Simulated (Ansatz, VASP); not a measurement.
BP in VASP and in Ansatz

The input INCAR:

```
SYSTEM = BP
  PREC = Accurate
  ENCUT = 420
  EDIFF = 1E-8
  ISMEAR = -1
  SIGMA = 0.05
  LREAL = .FALSE.
  LASPH = .TRUE.
  NELM = 120
  ALGO = Normal
  ISIF = 2
  LWAVE = .FALSE.
  LCHARG = .FALSE.
  LEFG = .TRUE.
  NBANDS = 11
  GGA_COMPAT = .FALSE.
```

File KPOINTS:

```
regular mesh
0
G
  15 15 15
  0 0 0
```

POSCAR

```
BP
1.0
    0.0000000000      2.2690000000      2.2009300000
    2.2690000000      0.0000000000      2.2009300000
    2.2690000000      2.2690000000      0.0000000000
B P
1 1
Direct
    0.0000000000      0.0000000000      0.0000000000
    0.7500000000      0.7500000000      0.7500000000
```

Input for Ansatz:

```yaml
crystal:
  lattice:
    - [0.0, 2.269, 2.20093]
    - [2.269, 0.0, 2.20093]
    - [2.269, 2.269, 0.0]
  atoms:
    - { symbol: B, position: [0.0, 0.0, 0.0] }
    - { symbol: P, position: [0.75, 0.75, 0.75] }
kpoints:
  mp_grid: { grid: [15, 15, 15] }
scf:
  occupations: { method: fermi_dirac, width: 0.05 }
hamiltonian:
  xc: lda
  pseudopotentials: { kind: paw }
output:
  forces: true
  stress: true
  eigenvalues: true
  efg: { contact_densities: true }
```

Change from the starting cell: zz strain of -3 %, PAW files.

Alike in both runs: task electric field gradients; functional LDA; k mesh 15 × 15 × 15; occupations fermi-dirac, width 0.05 eV; no spin polarisation.

|  | VASP | Ansatz |
| --- | --- | --- |
| version | VASP 6.6.1 | Ansatz 0.2.0 |
| potentials or method | VASP PAW LDA potentials, release 64 (B, P) | PAW with Ansatz's default frozen-core files, scalar-relativistic |
| plane-wave cutoff (eV) | 420 | 420 |
| valence electrons in the cell | 8 | 8 |

VASP gave:

* size of Vzz on the site where it differs most (V/Å²): 0.2

Q: Which values does Ansatz return?

A: Size of Vzz on the site where it differs most (V/Å²): 0.3.

LDA's correlation is that of Perdew and Zunger in VASP and of Perdew and Wang (1992) in Ansatz.
